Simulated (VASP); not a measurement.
# Ti (P6_3/mmc) in VASP: notebook

Ti is run at these levels: PBEsol; tasks: single point, relaxation of cell and atoms.

Program: VASP 6.6.1. These are calculated values, not measurements. Logs are shortened: lines on timing, memory, paths and dates and some standing lists are left out, and cuts for length are marked.

### Step 1. The cell of the first run

The structure is hexagonal, space group P6_3/mmc (No. 194). The conventional cell has a = 2.950 Å, b = 2.950 Å, c = 4.586 Å, α = 90.00°, β = 90.00°, γ = 120.00°. Within 3.8 Å of Ti (site symmetry -6m2) lie 12 Ti at 2.86 to 2.95 Å.

### Step 2. Single point, PBEsol

The input, INCAR:

```
SYSTEM = Ti
ALGO = Normal ; EDIFF = 1E-6
ENCUT = 520 ; GGA = PS
ISIF = 2 ; ISMEAR = -1
LASPH = .True. ; LCHARG = .True.
LELF = .True. ; LREAL = .False.
LVHAR = .True. ; LWAVE = .False.
NBANDS = 19 ; NELM = 100
PREC = Accurate ; SIGMA = 0.05
```

The input, KPOINTS:

```
k-points
0
Gamma
  10 10 6
  0 0 0
```

The input, POSCAR:

```
Ti
1.0
    2.9500000000      0.0000000000      0.0000000000
   -1.4750000000      2.5547749412      0.0000000000
    0.0000000000      0.0000000000      4.5864000000
Ti
2
Direct
    0.6666666667      0.3333333333      0.7500000000
    0.3333333333      0.6666666667      0.2500000000
```

Potentials or basis: VASP PAW PBE potentials, release 64 (Ti_sv).

Launch:

```bash
cat potpaw_PBE.64/Ti_sv/POTCAR > POTCAR
mpirun -np 1 vasp_std > vasp.out
```

OUTCAR:

```text
SYSTEM = Ti
   EDIFF = 1E-6
   ENCUT = 520
   GGA = PS
   ISIF = 2
   ISMEAR = -1
   LASPH = .True.
   LREAL = .False.
   NELM = 100
   PREC = Accurate

 ion  position               nearest neighbor table
   1  0.667  0.333  0.750-   2 2.86   2 2.86   2 2.86   2 2.86   2 2.86   2 2.86
   2  0.333  0.667  0.250-   1 2.86   1 2.86   1 2.86   1 2.86   1 2.86   1 2.86

  LATTYP: Found a hexagonal cell.
 ALAT       =     2.9500000000
 C/A-ratio  =     1.5547118644

  Lattice vectors:

 A1 = (   2.9500000000,   0.0000000000,   0.0000000000)
 A2 = (  -1.4750000000,   2.5547749412,   0.0000000000)
 A3 = (   0.0000000000,   0.0000000000,   4.5864000000)

Analysis of symmetry for initial positions (statically):
=====================================================================
 Subroutine PRICEL returns:
 Original cell was already a primitive cell.

 Routine SETGRP: Setting up the symmetry group for a
 hexagonal supercell.

 Subroutine GETGRP returns: Found 24 space group operations
 (whereof 12 operations were pure point group operations)
 out of a pool of 24 trial point group operations.

The static configuration has the point symmetry D_3d.
 The point group associated with its full space group is D_6h.

Analysis of symmetry for dynamics (positions and initial velocities):
=====================================================================
 Subroutine PRICEL returns:
 Original cell was already a primitive cell.

 Routine SETGRP: Setting up the symmetry group for a
 hexagonal supercell.

 Subroutine GETGRP returns: Found 24 space group operations
 (whereof 12 operations were pure point group operations)
 out of a pool of 24 trial point group operations.

The dynamic configuration has the point symmetry D_3d.
 The point group associated with its full space group is D_6h.

 Subroutine INISYM returns: Found 24 space group operations
 (whereof 12 operations are pure point group operations),
 and found     1 'primitive' translations

----------------------------------------------------------------------------------------

                                     Primitive cell

  volume of cell :      34.5658

  direct lattice vectors                    reciprocal lattice vectors
     2.950000000  0.000000000  0.000000000     0.338983051  0.195711956  0.000000000
    -1.475000000  2.554774941  0.000000000     0.000000000  0.391423911  0.000000000
     0.000000000  0.000000000  4.586400000     0.000000000  0.000000000  0.218035932

  length of vectors
     2.950000000  2.950000000  4.586400000     0.391423911  0.391423911  0.218035932

  position of ions in fractional coordinates (direct lattice)
     0.666666667  0.333333333  0.750000000
     0.333333333  0.666666667  0.250000000

  ion indices of the primitive-cell ions
   primitive index   ion index
                 1           1
                 2           2

----------------------------------------------------------------------------------------

 KPOINTS: k-points

Automatic generation of k-mesh.
 Grid dimensions read from file:
 generate k-points for:   10   10    6

 Generating k-lattice:

  Cartesian coordinates                     Fractional coordinates (reciprocal lattice)
     0.033898305  0.019571196  0.000000000     0.100000000  0.000000000  0.000000000
     0.000000000  0.039142391  0.000000000     0.000000000  0.100000000  0.000000000
     0.000000000  0.000000000  0.036339322     0.000000000  0.000000000  0.166666667

  Length of vectors
     0.039142391  0.039142391  0.036339322

  Shift w.r.t. Gamma in fractional coordinates (k-lattice)
     0.000000000  0.000000000  0.000000000

 Subroutine IBZKPT returns following result:
 ===========================================

 Found     56 irreducible k-points:

 Following reciprocal coordinates:
            Coordinates               Weight
  0.000000  0.000000  0.000000      1.000000
  0.100000  0.000000  0.000000      6.000000
  0.200000  0.000000  0.000000      6.000000
  0.300000  0.000000  0.000000      6.000000
  0.400000  0.000000  0.000000      6.000000
  0.500000  0.000000  0.000000      3.000000
[... 16 lines left out ...]
  0.300000  0.100000  0.166667     24.000000
  0.400000  0.100000  0.166667     24.000000
 [... further k-points ...]
   k-points           NKPTS =     56   k-points in BZ     NKDIM =     56   number of bands    NBANDS=     19
   number of dos      NEDOS =    301   number of ions     NIONS =      2
   total plane-waves  NPLWV =  20736
   dimension x,y,z NGX =    24 NGY =   24 NGZ =   36
   dimension x,y,z NGXF=    48 NGYF=   48 NGZF=   72
   ions per type =               2
   NGX,Y,Z   is equivalent  to a cutoff of  13.53, 13.53, 13.05 a.u.
   NGXF,Y,Z  is equivalent  to a cutoff of  27.05, 27.05, 26.10 a.u.
 SYSTEM =  Ti
   PREC   = accura    normal or accurate (medium, high low for compatibility)
   ISTART =      0    job   : 0-new  1-cont  2-samecut
   ICHARG =      2    charge: 1-file 2-atom 10-const
   ISPIN  =      1    spin polarized calculation?
   LNONCOLLINEAR =      F non collinear calculations
   LSORBIT =      F    spin-orbit coupling
   LASPH  =      T    aspherical Exc in radial PAW
   ENCUT  =  520.0 eV  38.22 Ry    6.18 a.u.   5.49  5.49  8.53*2*pi/ulx,y,z
   NELM   =    100;   NELMIN=  2; NELMDL= -5     # of ELM steps
   EDIFF  = 0.1E-05   stopping-criterion for ELM
   LREAL  =      F    real-space projection
   EDIFFG = 0.1E-04   stopping-criterion for IOM
   NSW    =      0    number of steps for IOM
   IBRION =     -1    ionic relax: 0-MD 1-quasi-New 2-CG
   NFREE  =      0    steps in history (QN), initial steepest desc. (CG)
   ISIF   =      2    stress and relaxation
   ISYM   =      2    0-nonsym 1-usesym 2-fastsym
   POTIM  = 0.5000    time-step for ionic-motion
   TEBEG  =    0.0;   TEEND  =   0.0 temperature during run
   PSTRESS=    0.0 pullay stress
   NELECT =      24.0000    total number of electrons
   NUPDOWN=      -1.0000    fix difference up-down
   EMIN   =  10.00;   EMAX   =-10.00  energy-range for DOS
   EFERMI =   0.00;   METHOD = LEGACY
   ISMEAR =    -1;   SIGMA  =   0.05  broadening in eV -4-tet -1-fermi 0-gaus
   EFERMI_NEDOS =   21; number of points for ismear=-14 and -15
   IALGO  =     38    algorithm
   IMIX   =      4    mixing-type and parameters
     AMIX     =   0.40;   BMIX     =  1.00
     AMIX_MAG =   1.60;   BMIX_MAG =  1.00
  volume/ion in A,a.u.               =      17.28       116.63
  Fermi-wavevector in a.u.,A,eV,Ry     =   1.449650  2.739441 28.592426  2.101484
  Thomas-Fermi vector in A             =   2.567352
   LORBIT       =      0    0 simple, 1 ext, 2 COOP (PROOUT), +10 PAW based schemes
   GGA     = PS    functional components
   LHFCALC =     F    Hartree Fock is set to
   AEXX    =    0.0000 exact exchange contribution
   IVDW    =     0    specifies the selected vdW correction
   LEPSILON=     F    determine dielectric tensor
   LRPA    =     F    only Hartree local field effects (RPA)
 non-spin polarized calculation
  energy-cutoff  :      520.00
  volume of cell :       34.57
 maximum number of plane-waves:       956
 NGX is ok and might be reduce to    24
   NGX = 11   NGY = 11   NGZ = 17

 number of electron      24.0000004 magnetization

 Free energy of the ion-electron system (eV)
  ---------------------------------------------------
  ext. energy  EPLUGINS =         0.00000000
  ---------------------------------------------------
  free energy    TOTEN  =       -16.66947280 eV

  energy without entropy =      -16.65062706  energy(sigma->0) =      -16.66004993

 E-fermi :   8.2538     XC(G=0): -11.6582

 val. band max:        8.2166135152   @ k =   0.3000   0.2000   0.5000
 cond. band min:       8.2826037384   @ k =   0.3000   0.3000   0.3333
 fundamental gap:      0.0659902232
 Fermi energy:         8.2537846990

 k-point     1 :       0.0000    0.0000    0.0000
  band No.  band energies     occupation
      1     -48.3641      2.00000
      2     -48.2118      2.00000
      3     -25.0791      2.00000
      4     -24.4131      2.00000
      5     -24.4131      2.00000
      6     -24.3220      2.00000
[... 11 lines left out ...]
     18       9.7937      0.00000
     19      11.4314      0.00000

 k-point     2 :       0.1000    0.0000    0.0000
  band No.  band energies     occupation
      1     -48.3543      2.00000
      2     -48.2085      2.00000
      3     -25.0566      2.00000
      4     -24.4561      2.00000
      5     -24.4280      2.00000
      6     -24.3439      2.00000
[... 11 lines left out ...]
     18       9.7226      0.00000
     19      11.5158      0.00000

 k-point     3 :       0.2000    0.0000    0.0000
  band No.  band energies     occupation
      1     -48.3276      2.00000
      2     -48.2008      2.00000
      3     -24.9934      2.00000
      4     -24.5701      2.00000
      5     -24.4655      2.00000
      6     -24.4584      2.00000
[... 11 lines left out ...]
     18      10.1993      0.00000
     19      11.6760      0.00000

 k-point     4 :       0.3000    0.0000    0.0000
  band No.  band energies     occupation
      1     -48.2921      2.00000
      2     -48.1938      2.00000
      3     -24.9028      2.00000
      4     -24.7129      2.00000
      5     -24.5935      2.00000
      6     -24.5095      2.00000
[... 11 lines left out ...]
     18      10.8594      0.00000
     19      11.8063      0.00000

 k-point     5 :       0.4000    0.0000    0.0000
  band No.  band energies     occupation
      1     -48.2590      2.00000
      2     -48.1922      2.00000
      3     -24.8294      2.00000
      4     -24.8083      2.00000
      5     -24.6986      2.00000
      6     -24.5438      2.00000
[... 11 lines left out ...]
     18      11.6576      0.00000
     19      11.8798      0.00000
[... 334 lines left out ...]
      2     -48.2121      2.00000
      3     -24.9782      2.00000
      4     -24.5088      2.00000
      5     -24.4939      2.00000
      6     -24.4368      2.00000
[... 11 lines left out ...]
     18      10.2374      0.00000
     19      11.5863      0.00000

 k-point    22 :       0.2000    0.1000    0.1667
  band No.  band energies     occupation
      1     -48.2976      2.00000
      2     -48.2031      2.00000
      3     -24.9236      2.00000
      4     -24.6280      2.00000
      5     -24.5893      2.00000
      6     -24.4876      2.00000
[... 11 lines left out ...]
     18      10.7473      0.00000
     19      11.6758      0.00000

 k-point    23 :       0.3000    0.1000    0.1667
  band No.  band energies     occupation
      1     -48.2648      2.00000
      2     -48.1972      2.00000
      3     -24.8866      2.00000
      4     -24.7367      2.00000
      5     -24.6633      2.00000
      6     -24.5372      2.00000
[... 11 lines left out ...]
     18      11.3271      0.00000
     19      11.8646      0.00000

 k-point    24 :       0.4000    0.1000    0.1667
  band No.  band energies     occupation
      1     -48.2406      2.00000
      2     -48.1973      2.00000
      3     -24.9064      2.00000
      4     -24.7792      2.00000
      5     -24.6808      2.00000
      6     -24.5579      2.00000
[... 11 lines left out ...]
     18      11.6976      0.00000
     19      12.4058      0.00000

 [... further k-points ...]
[... 5 lines left out ...]
  --------------------------------------------------------------------------------------
  -------------------------------------------------------------------------------------
  Total       -0.9315138     -0.9315138     -0.6376935      0.0000000      0.0000000      0.0000000
  in kB      -43.1770801    -43.1770801    -29.5580616      0.0000000      0.0000000      0.0000000
  external PRESSURE =     -38.6374073 kB  Pullay stress =       0.0000000 kB

 VOLUME and BASIS-vectors are now :
 -----------------------------------------------------------------------------
  energy-cutoff  :      520.00
  volume of cell :       34.57
      direct lattice vectors                 reciprocal lattice vectors
     2.950000000  0.000000000  0.000000000     0.338983051  0.195711956  0.000000000
    -1.475000000  2.554774941  0.000000000     0.000000000  0.391423911  0.000000000
     0.000000000  0.000000000  4.586400000     0.000000000  0.000000000  0.218035932

 POSITION                                       TOTAL-FORCE (eV/Angst)
 -----------------------------------------------------------------------------------
      1.47500      0.85159      3.43980        -0.000000      0.000000      0.000000
     -0.00000      1.70318      1.14660         0.000000     -0.000000      0.000000
 -----------------------------------------------------------------------------------
    total drift:                               -0.000000      0.000000     -0.000000

  FREE ENERGIE OF THE ION-ELECTRON SYSTEM (eV)
  ---------------------------------------------------
  free  energy   TOTEN  =       -16.6694727989 eV

  energy  without entropy=      -16.6506270568  energy(sigma->0) =      -16.66004993
```

Wall time 35 s (1 thread of Intel Xeon Platinum 8259CL at 2.50GHz (Skylake/Cascade Lake), shared host); peak memory 0.17 GiB.

What came out:

```yaml
Free_energy: -16.6695 eV
Pressure: -3.9 GPa
Band_gap_on_the_k_mesh: zero (band 12 reaches 9.01 eV, above the bottom of band 13 at 8.04 eV)
```

Caveat: the PAW data sets were made with another functional, which shifts forces and pressure a little.

### Step 3. Relaxation of cell and atoms, PBEsol

This run uses another cell than the first one, of 17.64 Å³/atom, 1.020 times its volume.

The input, INCAR:

```
SYSTEM = Ti
PREC = Accurate ; ENCUT = 600
EDIFF = 1E-6 ; ISMEAR = -1
SIGMA = 0.05 ; LREAL = .False.
LASPH = .True. ; NELM = 80
ALGO = Normal ; ISIF = 3
LWAVE = .False. ; LCHARG = .False.
GGA = PS ; IBRION = 2
NSW = 80 ; EDIFFG = -0.005
```

The input, KPOINTS:

```
regular mesh
0
Gamma
  10 10 6
  0 0 0
```

POSCAR, as its differences from that of step 2:

```diff
@@ -4,3 +4,3 @@
    -1.4750000000      2.5547749412      0.0000000000
-    0.0000000000      0.0000000000      4.5864000000
+    0.0000000000      0.0000000000      4.6800000000
 Ti
```

Potentials or basis: VASP PAW PBE potentials, release 64 (Ti_sv).

Launch:

```bash
cat potpaw_PBE.64/Ti_sv/POTCAR > POTCAR
mpirun -np 1 vasp_std > vasp.out
```

OUTCAR:

```text
SYSTEM = Ti
   PREC = Accurate
   ENCUT = 600
   EDIFF = 1E-6
   ISMEAR = -1
   LREAL = .False.
   LASPH = .True.
   NELM = 80
   ISIF = 3
   GGA = PS
   IBRION = 2
   NSW = 80
   EDIFFG = -0.005

 ion  position               nearest neighbor table
   1  0.667  0.333  0.750-   2 2.89   2 2.89   2 2.89   2 2.89   2 2.89   2 2.89
   2  0.333  0.667  0.250-   1 2.89   1 2.89   1 2.89   1 2.89   1 2.89   1 2.89

  LATTYP: Found a hexagonal cell.
 ALAT       =     2.9500000000
 C/A-ratio  =     1.5864406780

  Lattice vectors:

 A1 = (   2.9500000000,   0.0000000000,   0.0000000000)
 A2 = (  -1.4750000000,   2.5547749412,   0.0000000000)
 A3 = (   0.0000000000,   0.0000000000,   4.6800000000)

Analysis of symmetry for initial positions (statically):
=====================================================================
 Subroutine PRICEL returns:
 Original cell was already a primitive cell.

 Routine SETGRP: Setting up the symmetry group for a
 hexagonal supercell.

 Subroutine GETGRP returns: Found 24 space group operations
 (whereof 12 operations were pure point group operations)
 out of a pool of 24 trial point group operations.

The static configuration has the point symmetry D_3d.
[... 168 lines left out ...]
  FORCE on cell =-STRESS in cart. coord.  units (eV):
  Direction    XX          YY          ZZ          XY          YZ          ZX
  --------------------------------------------------------------------------------------
  -------------------------------------------------------------------------------------
  Total       -1.2595346     -1.2595346     -1.3740685      0.0000000      0.0000000      0.0000000
  in kB      -57.2137168    -57.2137168    -62.4163616      0.0000000      0.0000000      0.0000000
  external PRESSURE =     -58.9479318 kB  Pullay stress =       0.0000000 kB
[... 239 lines left out ...]
--------------------------------------- Ionic step        8  -------------------------------------------

 number of electron      23.9999997 magnetization

 Free energy of the ion-electron system (eV)
  ---------------------------------------------------
  ext. energy  EPLUGINS =         0.00000000
  ---------------------------------------------------
  free energy    TOTEN  =       -16.68577405 eV

  energy without entropy =      -16.66667192  energy(sigma->0) =      -16.67622299

 E-fermi :   8.6333     XC(G=0): -11.8294

 val. band max:        8.6156719417   @ k =   0.3000   0.2000   0.5000
 cond. band min:       8.6673102717   @ k =   0.3000   0.2000   0.3333
 fundamental gap:      0.0516383299
 Fermi energy:         8.6333401346

 k-point     1 :       0.0000    0.0000    0.0000
  band No.  band energies     occupation
      1     -47.9200      2.00000
      2     -47.7528      2.00000
      3     -24.6679      2.00000
      4     -23.9272      2.00000
      5     -23.9272      2.00000
      6     -23.8420      2.00000
[... 433 lines left out ...]
      3     -24.4927      2.00000
      4     -24.3586      2.00000
      5     -24.2360      2.00000
      6     -24.0960      2.00000
[... 8 lines left out ...]
     15       9.8706      0.00000
     16      11.8580      0.00000

 [... further k-points ...]
[... 5 lines left out ...]
  --------------------------------------------------------------------------------------
  -------------------------------------------------------------------------------------
  Total       -0.0024195     -0.0024195      0.0023017      0.0000000     -0.0000000      0.0000000
  in kB       -0.1161986     -0.1161986      0.1105383      0.0000000     -0.0000000      0.0000000
  external PRESSURE =      -0.0406196 kB  Pullay stress =       0.0000000 kB
[... 17 lines left out ...]
  FREE ENERGIE OF THE ION-ELECTRON SYSTEM (eV)
  ---------------------------------------------------
  free  energy   TOTEN  =       -16.6857740545 eV

  energy  without entropy=      -16.6666719215  energy(sigma->0) =      -16.67622299

 reached required accuracy - stopping structural energy minimisation
```

Wall time 3 min (1 thread of Intel Xeon Platinum 8259CL at 2.50GHz (Skylake/Cascade Lake), shared host); peak memory 0.18 GiB.

Results:

| Item | Value |
| --- | --- |
| Free energy | -16.6858 eV |
| Relaxed volume | 16.68 Å³/atom |
| Relaxed cell | a = 2.902 Å, b = 2.902 Å, c = 4.575 Å, α = 90.00°, β = 90.00°, γ = 120.00° |
| Space group after relaxing (to 0.05 Å) | P6_3/mmc (No. 194) |
| Energy gained by relaxing | 18.4 meV/atom |
| Ionic steps | 8 |
| Pressure after relaxing | 0.0 GPa |
| Band gap on the k mesh | zero (band 12 reaches 9.43 eV, above the bottom of band 13 at 8.44 eV) |

Step by step:
```csv
step,energy change (eV),largest force (eV/Å),pressure (GPa),volume (Å³)
1,0.0000,0.0000,-5.89,35.27
2,-0.0170,0.0000,4.99,32.06
3,-0.0367,0.0000,-0.01,33.37
4,-0.0367,0.0000,0.10,33.33
5,-0.0368,0.0000,0.12,33.33
6,-0.0369,0.0000,0.13,33.33
7,-0.0369,0.0000,-0.09,33.40
8,-0.0369,0.0000,0.00,33.36
```

Final structure:
```
Ti
1.0
     2.90188    0.00000    0.00000
    -1.45094    2.51310    0.00000
     0.00000    0.00000    4.57461
Ti
2
Direct
  0.66667 0.33333 0.75000
  0.33333 0.66667 0.25000
```

Levels at points of the mesh, in eV from the Fermi level:
```csv
k point,band 9,band 10,band 11,band 12,band 13,band 14,band 15,band 16
"(0.00, 0.00, 0.00)",-6.30,-2.79,0.80,0.80,0.95,0.96,1.34,1.34
"(0.50, 0.00, 0.00)",-2.40,-2.28,-1.94,-0.59,0.46,0.69,1.27,3.52
"(0.00, 0.00, 0.50)",-4.37,-4.37,0.12,0.12,0.69,0.69,0.69,0.69
"(0.50, 0.00, 0.50)",-2.65,-2.65,-0.85,-0.85,1.45,1.45,1.80,1.80
```

Caveat: the PAW data sets were made with another functional, which shifts forces and pressure a little.
